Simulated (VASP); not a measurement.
Set up this calculation in VASP 6.6.1, as the native input.

```yaml
Task: electric field gradients
Functional: PBEsol
Potentials_or_basis: VASP PAW PBE potentials, release 64 (Sn_d, Se)
Cutoff: 520 eV
k_mesh: 7 × 7 × 7
Occupations: fermi-dirac, width 0.01 eV
Spin: no spin polarisation
Dipole_correction: no
Further_INCAR_settings: ALGO = Normal; EDIFF = 1e-08; NBANDS = 17
```

The structure of SnSe lies in POSCAR:

```
SnSe
1.0
   -0.0301000000      2.9949500000      2.9949500000
    2.9949500000     -0.0301000000      2.9949500000
    2.9949500000      2.9949500000     -0.0301000000
Sn Se
1 1
Direct
    0.0000000000      0.0000000000      0.0000000000
    0.5000000000      0.5000000000      0.5000000000
```

This cell differs from its parent crystal: equal xy, yz and zx shear strains of -1 %.

These files were run (other wordings do the same):

INCAR

```
SYSTEM = SnSe
PREC = Accurate
ENCUT = 520
EDIFF = 1E-8
ISMEAR = -1
SIGMA = 0.01
LREAL = .FALSE.
LASPH = .TRUE.
NELM = 80
ALGO = Normal
ISIF = 2
LWAVE = .FALSE.
LCHARG = .FALSE.
GGA = PS
LEFG = .TRUE.
NBANDS = 17
```

KPOINTS

```
Automatic mesh
0
G
  7 7 7
  0 0 0
```

Potentials or basis: VASP PAW PBE potentials, release 64 (Sn_d, Se).

The run is started by

```sh
$ cat potpaw_PBE.64/Sn_d/POTCAR potpaw_PBE.64/Se/POTCAR > POTCAR
$ mpirun -np 1 vasp_std > vasp.out
```

It gave:

* Pressure: -1.9 GPa
* Band gap on the k mesh: 0.63 eV, indirect (least direct gap 0.71 eV)

Caveat: the cell differs from its parent crystal (equal xy, yz and zx shear strains of -1 %); without QUAD_EFG the Cq values of the log hold for a quadrupole moment of 1 mb, not for the nuclei; the PAW data sets were made with another functional, which shifts forces and pressure a little; spin-orbit coupling is left out, which moves the levels of the heavy elements.

It took 31 s on 1 thread of Intel(R) Xeon(R) Platinum 8259CL CPU @ 2.50GHz (Skylake/Cascade Lake), with other jobs on the host, peak memory 0.2 GiB.
